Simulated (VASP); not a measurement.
# BN (P6_3/mmc) in VASP: further runs, part 2 of 2

VASP 6.6.1.

## Step 3: Single point, LDA

Input file INCAR:

```
SYSTEM = BN
ALGO = Normal ; EDIFF = 1E-6
ENCUT = 520 ; GGA = CA
ISIF = 2 ; ISMEAR = -1
LASPH = .TRUE. ; LCHARG = .FALSE.
LREAL = .FALSE. ; LWAVE = .FALSE.
NBANDS = 16 ; NELM = 100
PREC = Accurate ; SIGMA = 0.05
```

Input file KPOINTS:

```
k-points
0
G
  12 12 4
  0 0 0
```

Input file POSCAR:

```
BN
1.0
    2.4575131255      0.0000000000      0.0000000000
   -1.2287565627      2.1282687968      0.0000000000
    0.0000000000      0.0000000000      5.1709941107
B N
2 2
Direct
    0.3333333333      0.6666666667      0.2500000000
    0.6666666667      0.3333333333      0.7500000000
    0.3333333333      0.6666666667      0.7500000000
    0.6666666667      0.3333333333      0.2500000000
```

Potentials or basis: VASP PAW LDA potentials, release 64 (B, N).

Started as:

```bash
$ cat potpaw_LDA.64/B/POTCAR potpaw_LDA.64/N/POTCAR > POTCAR
$ mpirun -np 1 vasp_std > vasp.out
```

OUTCAR:

```text
SYSTEM = BN
   EDIFF = 1E-6
   ENCUT = 520
   GGA = CA
   ISIF = 2
   ISMEAR = -1
   LASPH = .TRUE.
   LREAL = .FALSE.
   NELM = 100
   PREC = Accurate

 ion  position               nearest neighbor table
   1  0.333  0.667  0.250-   4 1.42   4 1.42   4 1.42
   2  0.667  0.333  0.750-   3 1.42   3 1.42   3 1.42
   3  0.333  0.667  0.750-   2 1.42   2 1.42   2 1.42
   4  0.667  0.333  0.250-   1 1.42   1 1.42   1 1.42

  LATTYP: Found a hexagonal cell.
 ALAT       =     2.4575131255
 C/A-ratio  =     2.1041572706

  Lattice vectors:

 A1 = (   2.4575131255,   0.0000000000,   0.0000000000)
 A2 = (  -1.2287565627,   2.1282687968,   0.0000000000)
 A3 = (   0.0000000000,   0.0000000000,   5.1709941107)

Analysis of symmetry for initial positions (statically):
=====================================================================
 Subroutine PRICEL returns:
 Original cell was already a primitive cell.

 Routine SETGRP: Setting up the symmetry group for a
 hexagonal supercell.

 Subroutine GETGRP returns: Found 24 space group operations
 (whereof 12 operations were pure point group operations)
 out of a pool of 24 trial point group operations.

The static configuration has the point symmetry D_3d.
 The point group associated with its full space group is D_6h.

Analysis of symmetry for dynamics (positions and initial velocities):
=====================================================================
 Subroutine PRICEL returns:
 Original cell was already a primitive cell.

 Routine SETGRP: Setting up the symmetry group for a
 hexagonal supercell.

 Subroutine GETGRP returns: Found 24 space group operations
 (whereof 12 operations were pure point group operations)
 out of a pool of 24 trial point group operations.

The dynamic configuration has the point symmetry D_3d.
[... 116 lines left out ...]
   NUPDOWN=      -1.0000    fix difference up-down
   EMIN   =  10.00;   EMAX   =-10.00  energy-range for DOS
   EFERMI =   0.00;   METHOD = LEGACY
   ISMEAR =    -1;   SIGMA  =   0.05  broadening in eV -4-tet -1-fermi 0-gaus
   EFERMI_NEDOS =   21; number of points for ismear=-14 and -15
   IALGO  =     38    algorithm
   IMIX   =      4    mixing-type and parameters
     AMIX     =   0.40;   BMIX     =  1.00
     AMIX_MAG =   1.60;   BMIX_MAG =  1.00
  volume/ion in A,a.u.               =       6.76        45.63
  Fermi-wavevector in a.u.,A,eV,Ry     =   1.374304  2.597057 25.697467  1.888711
  Thomas-Fermi vector in A             =   2.499742
   LORBIT       =      0    0 simple, 1 ext, 2 COOP (PROOUT), +10 PAW based schemes
   GGA     = CA    functional components
   LHFCALC =     F    Hartree Fock is set to
   AEXX    =    0.0000 exact exchange contribution
   IVDW    =     0    specifies the selected vdW correction
   LEPSILON=     F    determine dielectric tensor
   LRPA    =     F    only Hartree local field effects (RPA)
 non-spin polarized calculation
  energy-cutoff  :      520.00
  volume of cell :       27.05
 maximum number of plane-waves:       744
   NGX =  9   NGY =  9   NGZ = 19

 number of electron      15.9999996 magnetization

 Free energy of the ion-electron system (eV)
  ---------------------------------------------------
  ext. energy  EPLUGINS =         0.00000000
  ---------------------------------------------------
  free energy    TOTEN  =       -38.20105518 eV

  energy without entropy =      -38.20105518  energy(sigma->0) =      -38.20105518

 E-fermi :   6.2460     XC(G=0): -12.1860

 val. band max:        5.2205193324   @ k =   0.2500   0.2500   0.0000
 cond. band min:       8.9069148742   @ k =   0.5000   0.0000   0.2500
 fundamental gap:      3.6863955418
 Fermi energy:         6.2459849836

 k-point     1 :       0.0000    0.0000    0.0000
  band No.  band energies     occupation
      1     -13.7652      2.00000
      2     -12.1875      2.00000
      3      -3.3504      2.00000
      4       2.7745      2.00000
      5       3.4337      2.00000
      6       3.4337      2.00000
[... 433 lines left out ...]
      3      -2.4026      2.00000
      4      -1.9338      2.00000
      5       0.4033      2.00000
      6       1.0366      2.00000
[... 8 lines left out ...]
     15      23.4334      0.00000
     16      23.9385      0.00000

 [... further k-points ...]
[... 5 lines left out ...]
  --------------------------------------------------------------------------------------
  -------------------------------------------------------------------------------------
  Total        3.8900902      3.8900902      3.7007808      0.0000000      0.0000000      0.0000000
  in kB      230.4484984    230.4484984    219.2338306      0.0000000      0.0000000      0.0000000
  external PRESSURE =     226.7102758 kB  Pullay stress =       0.0000000 kB

 VOLUME and BASIS-vectors are now :
 -----------------------------------------------------------------------------
  energy-cutoff  :      520.00
  volume of cell :       27.05
      direct lattice vectors                 reciprocal lattice vectors
     2.457513125  0.000000000  0.000000000     0.406915426  0.234932731  0.000000000
    -1.228756563  2.128268797  0.000000000     0.000000000  0.469865461  0.000000000
     0.000000000  0.000000000  5.170994111     0.000000000  0.000000000  0.193386412

 POSITION                                       TOTAL-FORCE (eV/Angst)
 -----------------------------------------------------------------------------------
     -0.00000      1.41885      1.29275         0.000000      0.000000      0.000000
      1.22876      0.70942      3.87825         0.000000     -0.000000      0.000000
     -0.00000      1.41885      3.87825         0.000000      0.000000      0.000000
      1.22876      0.70942      1.29275        -0.000000     -0.000000      0.000000
 -----------------------------------------------------------------------------------
    total drift:                               -0.000000      0.000000      0.000000

  FREE ENERGIE OF THE ION-ELECTRON SYSTEM (eV)
  ---------------------------------------------------
  free  energy   TOTEN  =       -38.2010551790 eV

  energy  without entropy=      -38.2010551789  energy(sigma->0) =      -38.20105518
```

OSZICAR:

```text
N       E                     dE             d eps       ncg     rms          rms(c)
DAV:   1     0.352599153581E+02    0.35260E+02   -0.82496E+03  1824   0.953E+02
DAV:   2    -0.399696765526E+02   -0.75230E+02   -0.69245E+02  2616   0.213E+02
DAV:   3    -0.421526694654E+02   -0.21830E+01   -0.21733E+01  2160   0.336E+01
DAV:   4    -0.421594259169E+02   -0.67565E-02   -0.67556E-02  2360   0.220E+00
DAV:   5    -0.421594566512E+02   -0.30734E-04   -0.30734E-04  2168   0.138E-01    0.114E+01
DAV:   6    -0.386640289142E+02    0.34954E+01   -0.48543E+00  2128   0.180E+01    0.501E+00
DAV:   7    -0.382998776266E+02    0.36415E+00   -0.53998E-01  2416   0.550E+00    0.304E+00
DAV:   8    -0.382050834100E+02    0.94794E-01   -0.18847E-01  2368   0.311E+00    0.401E-01
DAV:   9    -0.382011254392E+02    0.39580E-02   -0.10436E-02  2200   0.847E-01    0.193E-01
DAV:  10    -0.382010539474E+02    0.71492E-04   -0.43782E-04  2344   0.165E-01    0.209E-02
DAV:  11    -0.382010553494E+02   -0.14020E-05   -0.27850E-05  2264   0.427E-02    0.149E-02
DAV:  12    -0.382010551790E+02    0.17045E-06   -0.31841E-06  2064   0.142E-02
   1 F= -.38201055E+02 E0= -.38201055E+02  d E =-.406253E-10
```

stdout:

```text
POSCAR found type information on POSCAR B N
 POSCAR found :  2 types and       4 ions
 scaLAPACK will be used
 LDA part: xc-table for (Slater(with rela. corr.)+CA(PZ))
 , standard interpolation
 POSCAR, INCAR and KPOINTS ok, starting setup
 FFT: planning ... GRIDC
 FFT: planning ... GRID_SOFT
 FFT: planning ... GRID
 WAVECAR not read
 entering main loop
```

Wall time 8.7 s (1 thread of Intel Xeon 6975P-C (Granite Rapids), shared host); peak memory 0.13 GiB.

What came out:

```
Free energy            : -38.2011 eV
Pressure               : 22.7 GPa
Band gap on the k mesh : 3.69 eV (least direct gap 4.20 eV)
```

Levels at points of the mesh, in eV from the valence-band top:
```
           k point  band 5  band 6  band 7  band 8  band 9  band 10  band 11  band 12
(0.00, 0.00, 0.00)   -1.79   -1.79   -1.47   -1.47    7.54    11.17    11.17    11.88
(0.50, 0.00, 0.00)   -4.84   -4.36   -3.27   -0.49    4.02     7.21     9.51    10.36
(0.00, 0.00, 0.50)   -1.63   -1.63   -1.63   -1.63   11.09    11.09    11.50    11.50
(0.50, 0.00, 0.50)   -4.61   -4.61   -1.38   -1.38    4.32     4.32    10.22    10.22
```

Caveat: the cell stands under pressure. A k mesh can miss the band edges.

## Step 4: Single point, LDA

This run uses another cell than the first one, of 7.84 Å³/atom.

Input file INCAR:

```
SYSTEM = BN
PREC = Accurate
ENCUT = 520
EDIFF = 1E-6
ISMEAR = 0
SIGMA = 0.01
LREAL = .False.
LASPH = .True.
NELM = 80
ALGO = Normal
ISIF = 2
LWAVE = .False.
LCHARG = .True.
GGA = CA
LELF = .True.
LVHAR = .True.
NBANDS = 16
```

Input file KPOINTS:

```
regular mesh
0
Gamma
  12 12 4
  0 0 0
```

Input file POSCAR:

```
BN
1.0
    2.4800623916      0.0000000000      0.0000000000
   -1.2400311958      2.1477970341      0.0000000000
    0.0000000000      0.0000000000      5.8909093353
B N
2 2
Direct
    0.3333333333      0.6666666667      0.2500000000
    0.6666666667      0.3333333333      0.7500000000
    0.3333333333      0.6666666667      0.7500000000
    0.6666666667      0.3333333333      0.2500000000
```

Started as:

```bash
$ cat potpaw_LDA.64/B/POTCAR potpaw_LDA.64/N/POTCAR > POTCAR
$ mpirun -np 1 vasp_std > vasp.out
```

Wall time 11 s (1 thread of Intel Xeon 6975P-C (Granite Rapids), shared host); peak memory 0.14 GiB.

It converged, with:

| Quantity | Value |
| --- | --- |
| Free energy | -38.5345 eV |
| Pressure | 5.5 GPa |
| Band gap on the k mesh | 3.92 eV (least direct gap 4.20 eV) |

Stress tensor (GPa, compression positive):
```
5.85 0.00 0.00
0.00 5.85 0.00
0.00 0.00 4.76
```

Levels at points of the mesh, in eV from the valence-band top:
```csv
k point,band 4,band 5,band 6,band 7,band 8,band 9,band 10,band 11,band 12,band 13
"(0.00, 0.00, 0.00)",-3.48,-1.42,-1.42,-1.31,-1.31,5.92,11.48,11.48,11.54,11.79
"(0.50, 0.00, 0.00)",-8.96,-4.34,-4.16,-2.10,-0.28,3.92,6.19,9.86,9.97,13.06
"(0.00, 0.00, 0.50)",-5.59,-1.36,-1.36,-1.36,-1.36,9.03,9.03,11.63,11.63,11.63
"(0.50, 0.00, 0.50)",-9.07,-4.25,-4.25,-1.08,-1.08,4.49,4.49,10.20,10.20,14.09
```

Caveat: the cell stands under pressure. A k mesh can miss the band edges.

## Step 5: Single point, LDA

This run uses another cell than the first one, of 8.72 Å³/atom.

Input file INCAR:

```
ALGO = Normal
EDIFF = 1E-6
ENCUT = 520
ISIF = 2
ISMEAR = 0
LASPH = T
LCHARG = T
LELF = T
LREAL = F
LVHAR = T
LWAVE = F
NBANDS = 16
NELM = 80
PREC = Accurate
SIGMA = 0.02
```

Input file KPOINTS:

```
k-points
0
Gamma
  12 12 4
```

Input file POSCAR:

```
BN
1.0
    2.4889225350      0.0000000000      0.0000000000
   -1.2444612675      2.1554701434      0.0000000000
    0.0000000000      0.0000000000      6.4983066401
B N
2 2
Direct
    0.3333333333      0.6666666667      0.2500000000
    0.6666666667      0.3333333333      0.7500000000
    0.3333333333      0.6666666667      0.7500000000
    0.6666666667      0.3333333333      0.2500000000
```

Potentials or basis: VASP PAW LDA potentials, release 64 (B, N).

Started as:

```bash
$ cat potpaw_LDA.64/B/POTCAR potpaw_LDA.64/N/POTCAR > POTCAR
$ mpirun -np 1 vasp_std > vasp.out
```

OUTCAR:

```text
EDIFF = 1E-6
   ENCUT = 520
   ISIF = 2
   ISMEAR = 0
   LASPH = T
   LREAL = F
   NELM = 80
   PREC = Accurate

 ion  position               nearest neighbor table
   1  0.333  0.667  0.250-   4 1.44   4 1.44   4 1.44
   2  0.667  0.333  0.750-   3 1.44   3 1.44   3 1.44
   3  0.333  0.667  0.750-   2 1.44   2 1.44   2 1.44
   4  0.667  0.333  0.250-   1 1.44   1 1.44   1 1.44

  LATTYP: Found a hexagonal cell.
 ALAT       =     2.4889225350
[... 640 lines left out ...]
      6      -1.1543      2.00000
[... 8 lines left out ...]
     15      19.2262      0.00000
     16      21.0822      0.00000

 [... further k-points ...]
[... 5 lines left out ...]
  --------------------------------------------------------------------------------------
  -------------------------------------------------------------------------------------
  Total        0.1694655      0.1694655     -0.0474452      0.0000000     -0.0000000     -0.0000000
  in kB        7.7882233      7.7882233     -2.1804653      0.0000000     -0.0000000     -0.0000000
  external PRESSURE =       4.4653271 kB  Pullay stress =       0.0000000 kB

 VOLUME and BASIS-vectors are now :
 -----------------------------------------------------------------------------
  energy-cutoff  :      520.00
  volume of cell :       34.86
      direct lattice vectors                 reciprocal lattice vectors
     2.488922535  0.000000000  0.000000000     0.401780283  0.231967954  0.000000000
    -1.244461267  2.155470143  0.000000000     0.000000000  0.463935909  0.000000000
     0.000000000  0.000000000  6.498306640     0.000000000  0.000000000  0.153886244

 POSITION                                       TOTAL-FORCE (eV/Angst)
 -----------------------------------------------------------------------------------
     -0.00000      1.43698      1.62458        -0.000000      0.000000      0.000000
      1.24446      0.71849      4.87373        -0.000000     -0.000000     -0.000000
     -0.00000      1.43698      4.87373         0.000000     -0.000000      0.000000
      1.24446      0.71849      1.62458        -0.000000      0.000000      0.000000
 -----------------------------------------------------------------------------------
    total drift:                               -0.000000      0.000000      0.000000

  FREE ENERGIE OF THE ION-ELECTRON SYSTEM (eV)
  ---------------------------------------------------
  free  energy   TOTEN  =       -38.5804866933 eV

  energy  without entropy=      -38.5804866933  energy(sigma->0) =      -38.58048669
```

Run time: 12 s. Hardware: 1 thread of Intel Xeon 6975P-C (Granite Rapids), shared host; peak memory 0.14 GiB.

Results:

* Free energy: -38.5805 eV
* Pressure: 0.4 GPa
* Band gap on the k mesh: 4.05 eV (least direct gap 4.47 eV)

A k mesh can miss the band edges. LDA gaps usually lie below the measured ones, often by a third to a half.

## Step 6: Overview

| cell | smearing | gap on the mesh (eV) | pressure (GPa) |
| --- | --- | --- | --- |
| a = 2.458, b = 2.458, c = 5.171 Å, angles 90.0, 90.0, 120.0°, 4 atoms | gaussian 0.01 eV | 3.69 | 22.7 |
| a = 2.458, b = 2.458, c = 5.171 Å, angles 90.0, 90.0, 120.0°, 4 atoms | fermi-dirac 0.05 eV | 3.69 | 22.7 |
| a = 2.480, b = 2.480, c = 5.891 Å, angles 90.0, 90.0, 120.0°, 4 atoms | gaussian 0.01 eV | 3.92 | 5.5 |
| a = 2.489, b = 2.489, c = 6.498 Å, angles 90.0, 90.0, 120.0°, 4 atoms | gaussian 0.02 eV | 4.05 | 0.4 |

Alike in all rows: task single point; level LDA; potentials or basis VASP PAW LDA potentials, release 64 (B, N); no spin polarisation; k mesh 12 × 12 × 4; cutoff (eV) 520.

Caveats: the cell stands under pressure (at least some runs).

Absolute energies hang on the potentials; compare differences alone.
